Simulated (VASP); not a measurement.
# AlB2N3 (P-62m) in VASP: a series of runs

Runs on AlB2N3. Level: PBE. Tasks: single point, relaxation of cell and atoms.

Program: VASP 6.6.1. These are calculated values, not measurements. Logs are shortened: lines on timing, memory, paths and dates and some standing lists are left out, and cuts for length are marked.

## (1) The cell of the first run

It takes space group P-62m (No. 189, hexagonal). The conventional cell has a = 4.532 Å, b = 4.532 Å, c = 6.961 Å, α = 90.00°, β = 90.00°, γ = 120.00°. Within 2.0 Å of Al (site symmetry -6) lie 3 N at 1.51 Å. B (site symmetry -62m) has 3 N at 1.51 Å within 2.0 Å. B (site symmetry m2m) has 3 N at 1.51 Å within 2.0 Å. N (site symmetry -6) has 3 B at 1.51 Å within 2.0 Å. Within 2.0 Å of N (site symmetry -62m) lie 3 B at 1.51 Å. N (site symmetry m2m) has 1 B at 1.51 Å and 2 Al at 1.51 Å within 2.0 Å.

## (2) Single point, PBE

INCAR reads:

```
SYSTEM = AlB2N3
  ALGO = Normal
  EDIFF = 1E-7
  ENCUT = 520
  GGA = PE
  ISIF = 2
  ISMEAR = 0
  LASPH = .True.
  LCHARG = .True.
  LELF = .True.
  LREAL = .False.
  LVHAR = .True.
  LWAVE = .False.
  NBANDS = 36
  NELM = 80
  PREC = Accurate
  SIGMA = 0.1
```

KPOINTS reads:

```
k-points
0
Gamma
  6 6 4
  0 0 0
```

POSCAR reads:

```
AlB2N3
1.0
    4.5321249600      0.0000000000      0.0000000000
   -2.2660624800      3.9249353500      0.0000000000
    0.0000000000      0.0000000000      6.9608271300
Al B N
2 4 6
Direct
    0.3333333300      0.6666666700      0.0000000000
    0.6666666700      0.3333333300      0.0000000000
    0.0000000000      0.0000000000      0.0000000000
    0.6666666700      0.6666666700      0.5000000000
    0.3333333300      0.0000000000      0.5000000000
    0.0000000000      0.3333333300      0.5000000000
    0.3333333300      0.6666666700      0.5000000000
    0.0000000000      0.0000000000      0.5000000000
    0.6666666700      0.3333333300      0.5000000000
    0.6666666700      0.6666666700      0.0000000000
    0.3333333300      0.0000000000      0.0000000000
    0.0000000000      0.3333333300      0.0000000000
```

Potentials or basis: VASP PAW PBE potentials, release 64 (Al, B, N).

Command:

```
$ cat potpaw_PBE.64/Al/POTCAR potpaw_PBE.64/B/POTCAR potpaw_PBE.64/N/POTCAR > POTCAR
$ mpirun -np 1 vasp_std > vasp.out
```

OUTCAR:

```text
SYSTEM = AlB2N3
   EDIFF = 1E-7
   ENCUT = 520
   GGA = PE
   ISIF = 2
   ISMEAR = 0
   LASPH = .True.
   LREAL = .False.
   NELM = 80
   PREC = Accurate

 ion  position               nearest neighbor table
   1  0.333  0.667  0.000-  11 1.51  12 1.51  10 1.51   3 2.62   2 2.62   2 2.62   3 2.62   3 2.62
                             2 2.62
   2  0.667  0.333  0.000-  12 1.51  11 1.51  10 1.51   3 2.62   1 2.62   1 2.62   3 2.62   3 2.62
                             1 2.62
   3  0.000  0.000  0.000-  11 1.51  10 1.51  12 1.51   2 2.62   1 2.62   2 2.62   1 2.62   2 2.62
                             1 2.62
   4  0.667  0.667  0.500-   8 1.51   7 1.51   9 1.51
   5  0.333  0.000  0.500-   8 1.51   7 1.51   9 1.51
   6  0.000  0.333  0.500-   9 1.51   8 1.51   7 1.51
   7  0.333  0.667  0.500-   5 1.51   6 1.51   4 1.51
   8  0.000  0.000  0.500-   5 1.51   4 1.51   6 1.51
   9  0.667  0.333  0.500-   6 1.51   5 1.51   4 1.51
  10  0.667  0.667  0.000-   3 1.51   1 1.51   2 1.51
  11  0.333  0.000  0.000-   3 1.51   1 1.51   2 1.51
  12  0.000  0.333  0.000-   2 1.51   3 1.51   1 1.51

  LATTYP: Found a hexagonal cell.
 ALAT       =     4.5321249600
 C/A-ratio  =     1.5358859677

  Lattice vectors:

 A1 = (   4.5321249600,   0.0000000000,   0.0000000000)
 A2 = (  -2.2660624800,   3.9249353500,   0.0000000000)
 A3 = (   0.0000000000,   0.0000000000,   6.9608271300)

Analysis of symmetry for initial positions (statically):
=====================================================================
 Subroutine PRICEL returns:
 Original cell was already a primitive cell.

 Routine SETGRP: Setting up the symmetry group for a
 hexagonal supercell.

 Subroutine GETGRP returns: Found 12 space group operations
 (whereof 12 operations were pure point group operations)
 out of a pool of 24 trial point group operations.

The static configuration has the point symmetry D_3h.

Analysis of symmetry for dynamics (positions and initial velocities):
=====================================================================
 Subroutine PRICEL returns:
 Original cell was already a primitive cell.

 Routine SETGRP: Setting up the symmetry group for a
 hexagonal supercell.

 Subroutine GETGRP returns: Found 12 space group operations
 (whereof 12 operations were pure point group operations)
 out of a pool of 24 trial point group operations.

The dynamic configuration has the point symmetry D_3h.

 Subroutine INISYM returns: Found 12 space group operations
 (whereof 12 operations are pure point group operations),
 and found     1 'primitive' translations

----------------------------------------------------------------------------------------

                                     Primitive cell

  volume of cell :     123.8213

  direct lattice vectors                    reciprocal lattice vectors
     4.532124960  0.000000000  0.000000000     0.220647049  0.127390633  0.000000000
    -2.266062480  3.924935350  0.000000000     0.000000000  0.254781267  0.000000000
     0.000000000  0.000000000  6.960827130     0.000000000  0.000000000  0.143661088

  length of vectors
     4.532124960  4.532124961  6.960827130     0.254781267  0.254781267  0.143661088

  position of ions in fractional coordinates (direct lattice)
     0.333333330  0.666666670  0.000000000
     0.666666670  0.333333330  0.000000000
     0.000000000  0.000000000  0.000000000
     0.666666670  0.666666670  0.500000000
     0.333333330  0.000000000  0.500000000
     1.000000000  0.333333330  0.500000000
     0.333333330  0.666666670  0.500000000
     0.000000000  0.000000000  0.500000000
     0.666666670  0.333333330  0.500000000
     0.666666670  0.666666670  0.000000000
     0.333333330  0.000000000  0.000000000
     1.000000000  0.333333330  0.000000000

  ion indices of the primitive-cell ions
   primitive index   ion index
                 1           1
                 2           2
                 3           3
                 4           4
                 5           5
                 6           6
                 7           7
                 8           8
                 9           9
                10          10
                11          11
                12          12

----------------------------------------------------------------------------------------

 KPOINTS: k-points

Automatic generation of k-mesh.
 Grid dimensions read from file:
 generate k-points for:    6    6    4

 Generating k-lattice:

  Cartesian coordinates                     Fractional coordinates (reciprocal lattice)
     0.036774508  0.021231772  0.000000000     0.166666667 -0.000000000  0.000000000
     0.000000000  0.042463544  0.000000000     0.000000000  0.166666667  0.000000000
     0.000000000  0.000000000  0.035915272     0.000000000  0.000000000  0.250000000

  Length of vectors
     0.042463544  0.042463544  0.035915272

  Shift w.r.t. Gamma in fractional coordinates (k-lattice)
     0.000000000  0.000000000  0.000000000

 Subroutine IBZKPT returns following result:
 ===========================================

 Found     21 irreducible k-points:

 Following reciprocal coordinates:
            Coordinates               Weight
  0.000000  0.000000  0.000000      1.000000
  0.166667  0.000000  0.000000      6.000000
  0.333333 -0.000000  0.000000      6.000000
  0.500000  0.000000  0.000000      3.000000
  0.166667  0.166667  0.000000      6.000000
  0.333333  0.166667  0.000000     12.000000
[... 13 lines left out ...]
  0.333333  0.166667  0.500000     12.000000
  0.333333  0.333333  0.500000      2.000000
   k-points           NKPTS =     21   k-points in BZ     NKDIM =     21   number of bands    NBANDS=     36
   number of dos      NEDOS =    301   number of ions     NIONS =     12
   total plane-waves  NPLWV =  69984
   dimension x,y,z NGX =    36 NGY =   36 NGZ =   54
   dimension x,y,z NGXF=    72 NGYF=   72 NGZF=  108
   ions per type =               2   4   6
   NGX,Y,Z   is equivalent  to a cutoff of  13.21, 13.21, 12.90 a.u.
   NGXF,Y,Z  is equivalent  to a cutoff of  26.41, 26.41, 25.79 a.u.
 SYSTEM =  AlB2N3
   PREC   = accura    normal or accurate (medium, high low for compatibility)
   ISTART =      0    job   : 0-new  1-cont  2-samecut
   ICHARG =      2    charge: 1-file 2-atom 10-const
   ISPIN  =      1    spin polarized calculation?
   LNONCOLLINEAR =      F non collinear calculations
   LSORBIT =      F    spin-orbit coupling
   LASPH  =      T    aspherical Exc in radial PAW
   ENCUT  =  520.0 eV  38.22 Ry    6.18 a.u.   8.43  8.43 12.94*2*pi/ulx,y,z
   NELM   =     80;   NELMIN=  2; NELMDL= -5     # of ELM steps
   EDIFF  = 0.1E-06   stopping-criterion for ELM
   LREAL  =      F    real-space projection
   EDIFFG = 0.1E-05   stopping-criterion for IOM
   NSW    =      0    number of steps for IOM
   IBRION =     -1    ionic relax: 0-MD 1-quasi-New 2-CG
   NFREE  =      0    steps in history (QN), initial steepest desc. (CG)
   ISIF   =      2    stress and relaxation
   ISYM   =      2    0-nonsym 1-usesym 2-fastsym
   POTIM  = 0.5000    time-step for ionic-motion
   TEBEG  =    0.0;   TEEND  =   0.0 temperature during run
   PSTRESS=    0.0 pullay stress
   NELECT =      48.0000    total number of electrons
   NUPDOWN=      -1.0000    fix difference up-down
   EMIN   =  10.00;   EMAX   =-10.00  energy-range for DOS
   EFERMI =   0.00;   METHOD = LEGACY
   ISMEAR =     0;   SIGMA  =   0.10  broadening in eV -4-tet -1-fermi 0-gaus
   EFERMI_NEDOS =   21; number of points for ismear=-14 and -15
   IALGO  =     38    algorithm
   IMIX   =      4    mixing-type and parameters
     AMIX     =   0.40;   BMIX     =  1.00
     AMIX_MAG =   1.60;   BMIX_MAG =  1.00
  volume/ion in A,a.u.               =      10.32        69.63
  Fermi-wavevector in a.u.,A,eV,Ry     =   1.193686  2.255740 19.386760  1.424887
  Thomas-Fermi vector in A             =   2.329695
   LORBIT       =      0    0 simple, 1 ext, 2 COOP (PROOUT), +10 PAW based schemes
   GGA     = PE    functional components
   LHFCALC =     F    Hartree Fock is set to
   AEXX    =    0.0000 exact exchange contribution
   IVDW    =     0    specifies the selected vdW correction
   LEPSILON=     F    determine dielectric tensor
   LRPA    =     F    only Hartree local field effects (RPA)
 non-spin polarized calculation
 Gauss-broadening in eV      SIGMA  =   0.10
  energy-cutoff  :      520.00
  volume of cell :      123.82
 maximum number of plane-waves:      3367
 NGX is ok and might be reduce to    36
   NGX = 17   NGY = 17   NGZ = 25

 number of electron      48.0000002 magnetization

 Free energy of the ion-electron system (eV)
  ---------------------------------------------------
  ext. energy  EPLUGINS =         0.00000000
  ---------------------------------------------------
  free energy    TOTEN  =       -87.35327264 eV

  energy without entropy =      -87.35327264  energy(sigma->0) =      -87.35327264

 E-fermi :   3.2237     XC(G=0):  -9.7570

 val. band max:        2.7366510518   @ k =   0.0000   0.0000   0.5000
 cond. band min:       6.5569817720   @ k =   0.0000   0.0000   0.5000
 fundamental gap:      3.8203307201
 Fermi energy:         3.2236629003

 k-point     1 :       0.0000    0.0000    0.0000
  band No.  band energies     occupation
      1     -14.6501      2.00000
      2     -12.9202      2.00000
      3     -11.4851      2.00000
      4     -11.4257      2.00000
      5      -9.7235      2.00000
      6      -9.7235      2.00000
[... 28 lines left out ...]
     35      12.7958      0.00000
     36      13.9229      0.00000
[... 749 lines left out ...]
      6     -11.0095      2.00000
[... 28 lines left out ...]
     35      11.6733      0.00000
     36      11.9280      0.00000

------------------------ aborting loop because EDIFF is reached ----------------------------------------

  FORCE on cell =-STRESS in cart. coord.  units (eV):
  Direction    XX          YY          ZZ          XY          YZ          ZX
  --------------------------------------------------------------------------------------
  -------------------------------------------------------------------------------------
  Total       47.4080668     47.4080668      0.5134823      0.0000000     -0.0000000      0.0000000
  in kB      613.4336512    613.4336516      6.6441711      0.0000000     -0.0000000      0.0000000
  external PRESSURE =     411.1704913 kB  Pullay stress =       0.0000000 kB

 VOLUME and BASIS-vectors are now :
 -----------------------------------------------------------------------------
  energy-cutoff  :      520.00
  volume of cell :      123.82
      direct lattice vectors                 reciprocal lattice vectors
     4.532124960  0.000000000  0.000000000     0.220647049  0.127390633  0.000000000
    -2.266062480  3.924935350  0.000000000     0.000000000  0.254781267  0.000000000
     0.000000000  0.000000000  6.960827130     0.000000000  0.000000000  0.143661088

 POSITION                                       TOTAL-FORCE (eV/Angst)
 -----------------------------------------------------------------------------------
     -0.00000      2.61662      0.00000        -0.000000      0.000000      0.000000
      2.26606      1.30831      0.00000        -0.000000      0.000000      0.000000
      0.00000      0.00000      0.00000        -0.000000     -0.000000      0.000000
      1.51071      2.61662      3.48041         0.064994      0.112573      0.000000
      1.51071      0.00000      3.48041        -0.129988      0.000000      0.000000
     -0.75535      1.30831      3.48041         0.064994     -0.112573      0.000000
     -0.00000      2.61662      3.48041        -0.000000      0.000000      0.000000
      0.00000      0.00000      3.48041        -0.000000      0.000000      0.000000
      2.26606      1.30831      3.48041        -0.000000     -0.000000      0.000000
      1.51071      2.61662      0.00000         7.307806     12.657491     -0.000000
      1.51071      0.00000      0.00000       -14.615611     -0.000000      0.000000
     -0.75535      1.30831      0.00000         7.307806    -12.657491      0.000000
 -----------------------------------------------------------------------------------
    total drift:                               -0.000001     -0.000002      0.000000

  FREE ENERGIE OF THE ION-ELECTRON SYSTEM (eV)
  ---------------------------------------------------
  free  energy   TOTEN  =       -87.3532726439 eV

  energy  without entropy=      -87.3532726439  energy(sigma->0) =      -87.35327264
```

It took 71 s on 1 thread of Intel Xeon 6975P-C (Granite Rapids), shared host; peak memory 0.28 GiB.

What came out:

```yaml
Free_energy: -87.3533 eV
Pressure: 41.1 GPa
Largest_force: 14.616 eV/Å
Band_gap_on_the_k_mesh: 3.82 eV
```

Forces in eV/Å, atoms in the order of the input:
```
Al    0.000   0.000   0.000
Al    0.000   0.000   0.000
B     0.000   0.000   0.000
B     0.065   0.113   0.000
B    -0.130   0.000   0.000
B     0.065  -0.113   0.000
N     0.000   0.000   0.000
N     0.000   0.000   0.000
N     0.000   0.000   0.000
N     7.308  12.657   0.000
N   -14.616   0.000   0.000
N     7.308 -12.657   0.000
```

Stress tensor (GPa, compression positive):
```
61.34  0.00  0.00
 0.00 61.34  0.00
 0.00  0.00  0.66
```

Caveat: the cell stands under pressure; forces of over 1 eV/Å act on the atoms, so gaps and moduli don't describe the material at rest.

(Continued in part 2 of 3.)
